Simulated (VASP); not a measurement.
Input of a VASP 6.6.1 run:

The input INCAR:

```
  PREC = Accurate
  ENCUT = 520
  EDIFF = 1E-6
  ISMEAR = 0
  SIGMA = 0.1
  LREAL = F
  LASPH = T
  NELM = 60
  ALGO = Normal
  ISIF = 2
  LWAVE = F
  LCHARG = F
  LDIPOL = T
  IDIPOL = 3
  DIPOL = 0.5 0.5 0.326
  IBRION = 2
  NSW = 36
  EDIFFG = -0.025
```

KPOINTS

```
Automatic mesh
0
Gamma
  4 5 1
```

File POSCAR:

```
LiMg8
1.0
    6.2932257366      0.0000000000      0.0000000000
    0.0000000000      5.0388886594      0.0000000000
    0.0000000000      0.0000000000     19.0846137325
Mg Li
8 1
Selective dynamics
Direct
    0.0000000000      0.7500000000      0.2095929242  F F F
    0.5000000000      0.7500000000      0.2095929242  F F F
    0.2500000000      0.2500000000      0.2571887995  F F F
    0.7500000000      0.2500000000      0.2571887995  F F F
    0.2500000000      0.7500000000      0.3565915112  F F F
    0.7500000000      0.7500000000      0.3565915112  F F F
    0.0000000000      0.2500000000      0.3974203428  F F F
    0.5000000000      0.2500000000      0.3974203428  F F F
    0.0625000000      0.7500000000      0.4963290927  F F T
```

Potentials or basis: VASP PAW LDA potentials, release 64 (Mg, Li_sv).

Command:

```console
$ cat potpaw_LDA.64/Mg/POTCAR potpaw_LDA.64/Li_sv/POTCAR > POTCAR
$ mpirun -np 1 vasp_std > vasp.out
```

Question: What does it give for the energy gained by relaxing?

Answer: 4.0 meV/atom.

Final structure:
```xyz
9
Lattice="6.2932 0.0000 0.0000 0.0000 5.0389 0.0000 0.0000 0.0000 19.0846" Properties=species:S:1:pos:R:3 pbc="T T T"
Mg    0.0000    3.7792    4.0000
Mg    3.1466    3.7792    4.0000
Mg    1.5733    1.2597    4.9083
Mg    4.7199    1.2597    4.9083
Mg    1.5733    3.7792    6.8054
Mg    4.7199    3.7792    6.8054
Mg    0.0000    1.2597    7.5846
Mg    3.1466    1.2597    7.5846
Li    0.3933    3.7792    9.2718
```
